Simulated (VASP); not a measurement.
ClH, 2 atoms in the cell. The cell holds a molecule in a box, 2 atoms: a = 15.000 Å, b = 15.500 Å, c = 16.000 Å, α = 90.00°, β = 90.00°, γ = 90.00°. 

```yaml
Program: VASP 6.6.1
Task: relaxation of the atoms
Functional: PBE
Potentials_or_basis: VASP PAW PBE potentials, release 64 (Cl, H)
Cutoff: 520 eV
k_mesh: 1 × 1 × 1
Occupations: gaussian, width 0.005 eV
Spin: no spin polarisation
Dipole_correction: no
Further_INCAR_settings: ALGO = Normal; EDIFF = 1e-06; ISYM = 0; IBRION = 2; EDIFFG = -0.01; NSW = 100
```

Potentials or basis: VASP PAW PBE potentials, release 64 (Cl, H).

Run with:

```sh
$ cat potpaw_PBE.64/Cl/POTCAR potpaw_PBE.64/H/POTCAR > POTCAR
$ mpirun -np 1 vasp_gam > vasp.out
```

Hardware: 1 thread of Intel(R) Xeon(R) Platinum 8259CL CPU @ 2.50GHz (Skylake/Cascade Lake), on a shared host.

Task: How long does it take, and how much memory?

Result: Run time: 11 min on 1 thread of Intel(R) Xeon(R) Platinum 8259CL CPU @ 2.50GHz (Skylake/Cascade Lake) (shared host), peak memory 2.1 GiB. Counts: scf iterations 58, k points 1, ion steps 4.
